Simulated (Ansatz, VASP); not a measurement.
**One calculation of Te, two programs**

```
Te
1.0
     4.23410   -2.37120    0.00000
     4.23410    2.37120    0.00000
    -0.13045    0.00000    3.95735
Te
3
Cartesian
  5.6364 0.0000 2.6712
  2.7013 0.0000 1.2861
  0.0000 0.0000 0.0000
```

Alike in both runs: task electric field gradients; functional PBE; k mesh 8 × 8 × 8; occupations fermi-dirac, width 0.05 eV; no spin polarisation.

|  | VASP | Ansatz |
| --- | --- | --- |
| version | VASP 6.6.1 | Ansatz 0.2.0 |
| potentials or method | VASP PAW PBE potentials, release 64 (Te) | PAW with Ansatz's default frozen-core files, scalar-relativistic |
| plane-wave cutoff (eV) | 520 | 420 |
| valence electrons in the cell | 18 | 48 |

|  | VASP | Ansatz | Ansatz less VASP |
| --- | --- | --- | --- |
| pressure (GPa) | 9.3 | 9.4 | +0.05 |
| traceless stress, the component that is largest in VASP (GPa) | 1.01 | 1.01 | +0.002 |
| rms of the force components (eV/Å) | 0.238 | 0.237 | -0.0014 |
| size of Vzz on the site where it differs most (V/Å²) | 312.2 | 326.1 | +13.91 |

Atom by atom the forces differ by 0.002 eV/Å (rms over components). VASP's potentials hold 18 valence electrons a cell and Ansatz's 48, so a difference there can come from the potentials and not from the codes.

Spin-orbit coupling is off throughout.
